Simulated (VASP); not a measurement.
BeSe: vibrations by perturbation theory with PBEsol

Crystal: BeSe.

```
CELL_PARAMETERS angstrom
0.00000 2.56430 2.56430
2.56430 0.00000 2.56430
2.56430 2.56430 0.00000
ATOMIC_POSITIONS crystal
Be 0.00000 0.00000 0.00000
Se 0.25000 0.25000 0.25000
```

| Property | Result |
| --- | --- |
| Program | VASP 6.6.1 |
| Task | vibrations by perturbation theory |
| Functional | PBEsol |
| Potentials or basis | VASP PAW PBE potentials, release 64 (Be, Se) |
| Cutoff | 600 eV |
| k mesh | 8 × 8 × 8 |
| Occupations | gaussian, width 0.01 eV |
| Spin | no spin polarisation |
| Dipole correction | no |
| Further INCAR settings | ALGO = Normal; EDIFF = 1e-08; NBANDS = 11; IBRION = 8; NSW = 1 |

```yaml
Electronic_dielectric_tensor_diagonal: 6.18
Born_charges_mean_of_the_diagonal: Be +1.53; Se -1.53 e
Highest_phonon_frequency_at_Γ_LO-TO_splitting_left_out: 512 cm⁻¹
```

Phonon frequencies in cm⁻¹ (negative: imaginary):
```tsv
q point	frequencies
(0.000, 0.000, 0.000)	0 0 0 512 512 512
```

Electronic dielectric tensor:
```
6.18 0.00 0.00
0.00 6.18 0.00
0.00 0.00 6.18
```

Born effective charge tensors (e):
atom 1, Be
```
1.53 0.00 0.00
0.00 1.53 0.00
0.00 0.00 1.53
```
atom 2, Se
```
-1.53  0.00  0.00
 0.00 -1.53  0.00
 0.00  0.00 -1.53
```

It took 6.5 min on 1 thread of Intel(R) Xeon(R) Platinum 8259CL CPU @ 2.50GHz (Skylake/Cascade Lake) (shared host), peak memory 0.27 GiB.
